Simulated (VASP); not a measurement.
# Sn2PbO3 in VASP: single point with PBE

Aim: the single point of Sn2PbO3 with PBE.

Program: VASP 6.6.1. These are calculated values, not measurements. Logs are shortened: lines on timing, memory, paths and dates and some standing lists are left out, and cuts for length are marked.

**1. The cell of the first run**

The typed cell holds 12 atoms: a = 3.946 Å, b = 5.203 Å, c = 11.664 Å, α = 90.00°, β = 90.03°, γ = 90.25°.

**2. Single point, PBE**

The input, INCAR:

```
  ALGO = Normal
  EDIFF = 1E-6
  ENCUT = 600
  GGA = PE
  GGA_COMPAT = F
  ISIF = 2
  ISMEAR = 0
  LASPH = T
  LCHARG = F
  LREAL = F
  LWAVE = F
  NBANDS = 72
  NELM = 120
  PREC = Accurate
  SIGMA = 0.1
```

The input, KPOINTS:

```
k-points
0
Gamma
  4 4 1
```

The input, POSCAR:

```
Sn2PbO3
1.0
   -3.9463525327      0.0012166897      0.0085084554
    0.0112018240      0.0001754390     -5.2027530607
    0.0027595421    -11.6642690252      0.0003352007
Sn Pb O
4 2 6
Direct
    0.9988218133      0.7919677144      0.1637264615
    0.5011399148      0.2080697431      0.3362792550
   -0.0011152455      0.7918170876      0.8362582321
    0.5011197421      0.2080833153      0.6637439885
    0.9988877689      0.7382902223      0.4999895695
    0.5011133826      0.2617402717     -0.0000081592
    0.5002452160      0.9884573911      0.4999955255
   -0.0000964694     -0.0012681377      0.3284494971
    0.5000244153      1.0013781258      0.1715450524
    0.9997579083      0.0115622851     -0.0000044417
   -0.0000830709     -0.0013668604      0.6715746163
    0.5001846245      1.0012688418      0.8284504029
```

Potentials or basis: VASP PAW PBE potentials, release 64 (Sn_d, Pb_d, O).

The run is started by

```console
> cat potpaw_PBE.64/Sn_d/POTCAR potpaw_PBE.64/Pb_d/POTCAR potpaw_PBE.64/O/POTCAR > POTCAR
> mpirun -np 1 vasp_std > vasp.out
```

OUTCAR:

```text
EDIFF = 1E-6
   ENCUT = 600
   GGA = PE
   ISIF = 2
   ISMEAR = 0
   LASPH = T
   LREAL = F
   NELM = 120
   PREC = Accurate

 ion  position               nearest neighbor table
   1  0.999  0.792  0.164-   8 2.20  10 2.23   9 2.26   9 2.26   2 3.55   2 3.55   6 3.68   6 3.68
                             6 3.88   6 3.90   5 3.93
   2  0.501  0.208  0.336-   9 2.20   7 2.23   8 2.26   8 2.26   1 3.55   1 3.55   5 3.68   5 3.68
                             5 3.88   5 3.90   6 3.93
   3  0.999  0.792  0.836-  11 2.20  10 2.23  12 2.26  12 2.26   4 3.55   4 3.55   6 3.68   6 3.68
                             6 3.88   6 3.90   5 3.93
   4  0.501  0.208  0.664-  12 2.20   7 2.23  11 2.26  11 2.26   3 3.55   3 3.55   5 3.67   5 3.68
                             5 3.88   5 3.90   6 3.93
   5  0.999  0.738  0.500-   7 2.36   7 2.36   8 2.42  11 2.42   4 3.67   2 3.68   2 3.68   4 3.68
                             2 3.88   4 3.88   4 3.90   2 3.90   3 3.93   1 3.93
   6  0.501  0.262  1.000-  10 2.36  10 2.36   9 2.42  12 2.42   3 3.68   1 3.68   1 3.68   3 3.68
                             1 3.88   3 3.88   3 3.90   1 3.90   4 3.93   2 3.93
   7  0.500  0.988  0.500-   2 2.23   4 2.23   5 2.36   5 2.36
   8  1.000  0.999  0.328-   1 2.20   2 2.26   2 2.26   5 2.42
   9  0.500  0.001  0.172-   2 2.20   1 2.26   1 2.26   6 2.42
  10  1.000  0.012  1.000-   1 2.23   3 2.23   6 2.36   6 2.36
  11  1.000  0.999  0.672-   3 2.20   4 2.26   4 2.26   5 2.42
  12  0.500  0.001  0.828-   4 2.20   3 2.26   3 2.26   6 2.42

  LATTYP: Found a triclinic cell.
 ALAT       =     3.9463618925
 B/A-ratio  =     1.6581499677
 C/A-ratio  =     2.9557019032
 COS(alpha) =     0.0002793198
 COS(beta)  =     0.0005448249
 COS(gamma) =     0.6065078254

  Lattice vectors:

 A1 = (  -3.9463525327,   0.0012166897,   0.0085084554)
 A2 = (  -3.9575543567,   0.0010412507,   5.2112615161)
 A3 = (  -0.0027595421,  11.6642690252,  -0.0003352007)

Analysis of symmetry for initial positions (statically):
=====================================================================
 Subroutine PRICEL returns:
 Original cell was already a primitive cell.

 Routine SETGRP: Setting up the symmetry group for a
 triclinic supercell.

 Subroutine GETGRP returns: Found  1 space group operations
 (whereof  1 operations were pure point group operations)
 out of a pool of  2 trial point group operations.

The static configuration has the point symmetry C_1 .

Analysis of symmetry for dynamics (positions and initial velocities):
=====================================================================
 Subroutine PRICEL returns:
 Original cell was already a primitive cell.

 Routine SETGRP: Setting up the symmetry group for a
 triclinic supercell.

 Subroutine GETGRP returns: Found  1 space group operations
 (whereof  1 operations were pure point group operations)
 out of a pool of  2 trial point group operations.

The dynamic configuration has the point symmetry C_1 .

 Subroutine INISYM returns: Found  1 space group operations
 (whereof  1 operations are pure point group operations),
 and found     1 'primitive' translations

----------------------------------------------------------------------------------------

                                     Primitive cell

  volume of cell :     239.4884

  direct lattice vectors                    reciprocal lattice vectors
    -3.946352533  0.001216690  0.008508455    -0.253399742 -0.000059965 -0.000545586
     0.011201824  0.000175439 -5.202753061    -0.000414405 -0.000005622 -0.192206824
     0.002759542-11.664269025  0.000335201    -0.000026438 -0.085731911 -0.000002948

  length of vectors
     3.946361892  5.202765123 11.664269356     0.253400337  0.192207271  0.085731915

  position of ions in fractional coordinates (direct lattice)
     0.998821813  0.791967714  0.163726461
     0.501139915  0.208069743  0.336279255
     0.998884754  0.791817088  0.836258232
     0.501119742  0.208083315  0.663743989
     0.998887769  0.738290222  0.499989570
     0.501113383  0.261740272  0.999991841
     0.500245216  0.988457391  0.499995525
     0.999903531  0.998731862  0.328449497
     0.500024415  0.001378126  0.171545052
     0.999757908  0.011562285  0.999995558
     0.999916929  0.998633140  0.671574616
     0.500184625  0.001268842  0.828450403

  ion indices of the primitive-cell ions
   primitive index   ion index
                 1           1
                 2           2
                 3           3
                 4           4
                 5           5
                 6           6
                 7           7
                 8           8
                 9           9
                10          10
                11          11
                12          12

----------------------------------------------------------------------------------------

 KPOINTS: k-points

Automatic generation of k-mesh.
 Grid dimensions read from file:
 generate k-points for:    4    4    1

 Generating k-lattice:

  Cartesian coordinates                     Fractional coordinates (reciprocal lattice)
    -0.063349936 -0.000014991 -0.000136397     0.250000000  0.000000000 -0.000000000
    -0.000103601 -0.000001405 -0.048051706     0.000000000  0.250000000  0.000000000
    -0.000026438 -0.085731911 -0.000002948    -0.000000000  0.000000000  1.000000000

  Length of vectors
     0.063350084  0.048051818  0.085731915

  Shift w.r.t. Gamma in fractional coordinates (k-lattice)
     0.000000000  0.000000000  0.000000000

 Subroutine IBZKPT returns following result:
 ===========================================

 Found     10 irreducible k-points:

 Following reciprocal coordinates:
            Coordinates               Weight
  0.000000  0.000000  0.000000      1.000000
  0.250000  0.000000  0.000000      2.000000
  0.500000  0.000000  0.000000      1.000000
 -0.000000  0.250000 -0.000000      2.000000
  0.250000  0.250000  0.000000      2.000000
  0.500000  0.250000  0.000000      2.000000
 -0.250000  0.250000 -0.000000      2.000000
 -0.000000  0.500000 -0.000000      1.000000
  0.250000  0.500000 -0.000000      2.000000
  0.500000  0.500000  0.000000      1.000000
   k-points           NKPTS =     10   k-points in BZ     NKDIM =     10   number of bands    NBANDS=     72
   number of dos      NEDOS =    301   number of ions     NIONS =     12
   total plane-waves  NPLWV = 129024
   dimension x,y,z NGX =    32 NGY =   42 NGZ =   96
   dimension x,y,z NGXF=    64 NGYF=   84 NGZF=  192
   ions per type =               4   2   6
   NGX,Y,Z   is equivalent  to a cutoff of  13.48, 13.42, 13.68 a.u.
   NGXF,Y,Z  is equivalent  to a cutoff of  26.96, 26.84, 27.36 a.u.
 SYSTEM =  unknown system
   PREC   = accura    normal or accurate (medium, high low for compatibility)
   ISTART =      0    job   : 0-new  1-cont  2-samecut
   ICHARG =      2    charge: 1-file 2-atom 10-const
   ISPIN  =      1    spin polarized calculation?
   LNONCOLLINEAR =      F non collinear calculations
   LSORBIT =      F    spin-orbit coupling
   LASPH  =      T    aspherical Exc in radial PAW
   ENCUT  =  600.0 eV  44.10 Ry    6.64 a.u.   7.88 10.39 23.30*2*pi/ulx,y,z
   NELM   =    120;   NELMIN=  2; NELMDL= -5     # of ELM steps
   EDIFF  = 0.1E-05   stopping-criterion for ELM
   LREAL  =      F    real-space projection
   EDIFFG = 0.1E-04   stopping-criterion for IOM
   NSW    =      0    number of steps for IOM
   IBRION =     -1    ionic relax: 0-MD 1-quasi-New 2-CG
   NFREE  =      0    steps in history (QN), initial steepest desc. (CG)
   ISIF   =      2    stress and relaxation
   ISYM   =      2    0-nonsym 1-usesym 2-fastsym
   POTIM  = 0.5000    time-step for ionic-motion
   TEBEG  =    0.0;   TEEND  =   0.0 temperature during run
   PSTRESS=    0.0 pullay stress
   NELECT =     120.0000    total number of electrons
   NUPDOWN=      -1.0000    fix difference up-down
   EMIN   =  10.00;   EMAX   =-10.00  energy-range for DOS
   EFERMI =   0.00;   METHOD = LEGACY
   ISMEAR =     0;   SIGMA  =   0.10  broadening in eV -4-tet -1-fermi 0-gaus
   EFERMI_NEDOS =   21; number of points for ismear=-14 and -15
   IALGO  =     38    algorithm
   IMIX   =      4    mixing-type and parameters
     AMIX     =   0.40;   BMIX     =  1.00
     AMIX_MAG =   1.60;   BMIX_MAG =  1.00
  volume/ion in A,a.u.               =      19.96       134.68
  Fermi-wavevector in a.u.,A,eV,Ry     =   1.300290  2.457193 23.004124  1.690755
  Thomas-Fermi vector in A             =   2.431499
   LORBIT       =      0    0 simple, 1 ext, 2 COOP (PROOUT), +10 PAW based schemes
   GGA     = PE    functional components
   LHFCALC =     F    Hartree Fock is set to
   AEXX    =    0.0000 exact exchange contribution
   IVDW    =     0    specifies the selected vdW correction
   LEPSILON=     F    determine dielectric tensor
   LRPA    =     F    only Hartree local field effects (RPA)
 non-spin polarized calculation
 Gauss-broadening in eV      SIGMA  =   0.10
  energy-cutoff  :      600.00
  volume of cell :      239.49
 maximum number of plane-waves:      8028
   NGX = 15   NGY = 21   NGZ = 47

 number of electron     119.9999961 magnetization

 Free energy of the ion-electron system (eV)
  ---------------------------------------------------
  ext. energy  EPLUGINS =         0.00000000
  ---------------------------------------------------
  free energy    TOTEN  =       -67.16017632 eV

  energy without entropy =      -67.16017632  energy(sigma->0) =      -67.16017632

 E-fermi :   5.8762     XC(G=0):  -9.6285

 val. band max:        5.3973931253   @ k =   0.0000   0.0000   0.0000
 cond. band min:       6.9648723373   @ k =   0.5000   0.0000   0.0000
 fundamental gap:      1.5674792120
 Fermi energy:         5.8761791169

 k-point     1 :       0.0000    0.0000    0.0000
  band No.  band energies     occupation
      1     -15.8655      2.00000
      2     -15.8367      2.00000
      3     -15.7827      2.00000
      4     -15.6731      2.00000
      5     -15.6486      2.00000
      6     -15.5575      2.00000
[... 64 lines left out ...]
     71      10.8448      0.00000
     72      11.0146      0.00000

 k-point     2 :       0.2500    0.0000    0.0000
  band No.  band energies     occupation
      1     -15.8359      2.00000
      2     -15.8173      2.00000
      3     -15.7708      2.00000
      4     -15.6997      2.00000
      5     -15.6825      2.00000
      6     -15.6195      2.00000
[... 64 lines left out ...]
     71      10.5349      0.00000
     72      10.7630      0.00000

 k-point     3 :       0.5000    0.0000    0.0000
  band No.  band energies     occupation
      1     -15.7815      2.00000
      2     -15.7812      2.00000
      3     -15.7736      2.00000
      4     -15.7733      2.00000
      5     -15.7006      2.00000
      6     -15.7002      2.00000
[... 514 lines left out ...]
     71      10.8106      0.00000
     72      11.0261      0.00000

 k-point    10 :       0.5000    0.5000    0.0000
  band No.  band energies     occupation
      1     -15.7799      2.00000
      2     -15.7798      2.00000
      3     -15.7712      2.00000
      4     -15.7709      2.00000
      5     -15.7020      2.00000
      6     -15.7016      2.00000
[... 64 lines left out ...]
     71      11.3951      0.00000
     72      11.4110      0.00000

------------------------ aborting loop because EDIFF is reached ----------------------------------------

  FORCE on cell =-STRESS in cart. coord.  units (eV):
  Direction    XX          YY          ZZ          XY          YZ          ZX
  --------------------------------------------------------------------------------------
  -------------------------------------------------------------------------------------
  Total        0.0279051      0.4240381     -0.0169024      0.0514645     -0.0005050      0.0949261
  in kB        0.1866849      2.8368142     -0.1130772      0.3442977     -0.0033782      0.6350555
  external PRESSURE =       0.9701407 kB  Pullay stress =       0.0000000 kB

 VOLUME and BASIS-vectors are now :
 -----------------------------------------------------------------------------
  energy-cutoff  :      600.00
  volume of cell :      239.49
      direct lattice vectors                 reciprocal lattice vectors
    -3.946352533  0.001216690  0.008508455    -0.253399742 -0.000059965 -0.000545586
     0.011201824  0.000175439 -5.202753061    -0.000414405 -0.000005622 -0.192206824
     0.002759542-11.664269025  0.000335201    -0.000026438 -0.085731911 -0.000002948

 POSITION                                       TOTAL-FORCE (eV/Angst)
 -----------------------------------------------------------------------------------
     -3.93238     -1.90840     -4.11186        -0.001770      0.010396      0.065329
     -1.97442     -3.92181     -1.07816         0.001943     -0.008948     -0.068026
     -3.93077     -9.75299     -4.11085        -0.002058     -0.010799      0.060681
     -1.97343     -7.74144     -1.07812         0.001120      0.008100     -0.062329
     -3.93231     -5.83067     -3.83248         0.002761     -0.000112      0.033867
     -1.97188    -11.66352     -1.35717        -0.002741      0.000415     -0.032207
     -1.96169     -5.83130     -5.13828        -0.001720     -0.001049      0.013404
     -3.93388     -3.82973     -5.18754        -0.003108     -0.004953      0.006413
     -1.97278     -2.00034     -0.00286         0.002013      0.004168     -0.004427
     -3.94251    -11.66300     -0.05131         0.001673      0.000475     -0.012346
     -3.93298     -7.83204     -5.18691        -0.001653      0.006718      0.004020
     -1.97160     -9.66266     -0.00207         0.003540     -0.004410     -0.004380
 -----------------------------------------------------------------------------------
    total drift:                                0.000007     -0.000075      0.000087

  FREE ENERGIE OF THE ION-ELECTRON SYSTEM (eV)
  ---------------------------------------------------
  free  energy   TOTEN  =       -67.1601763181 eV

  energy  without entropy=      -67.1601763181  energy(sigma->0) =      -67.16017632
```

It took 8.1 min on 1 thread of Oxide Virtual Turin-like, shared host; peak memory 0.42 GiB.

What came out:

- Free energy: -67.1602 eV
- Pressure: 0.1 GPa
- Largest force: 0.069 eV/Å
- Band gap on the k mesh: 1.57 eV (least direct gap 1.98 eV)

Forces in eV/Å, atoms in the order of the input:
```
Sn  -0.002  0.010  0.065
Sn   0.002 -0.009 -0.068
Sn  -0.002 -0.011  0.061
Sn   0.001  0.008 -0.062
Pb   0.003  0.000  0.034
Pb  -0.003  0.000 -0.032
O   -0.002 -0.001  0.013
O   -0.003 -0.005  0.006
O    0.002  0.004 -0.004
O    0.002  0.000 -0.012
O   -0.002  0.007  0.004
O    0.004 -0.004 -0.004
```

Stress tensor (GPa, compression positive):
```
 0.02  0.03  0.06
 0.03  0.28  0.00
 0.06  0.00 -0.01
```

Caveat: the k points lie up to 0.54 Å⁻¹ apart; spin-orbit coupling is left out, which moves the levels of the heavy elements. A k mesh can miss the band edges.
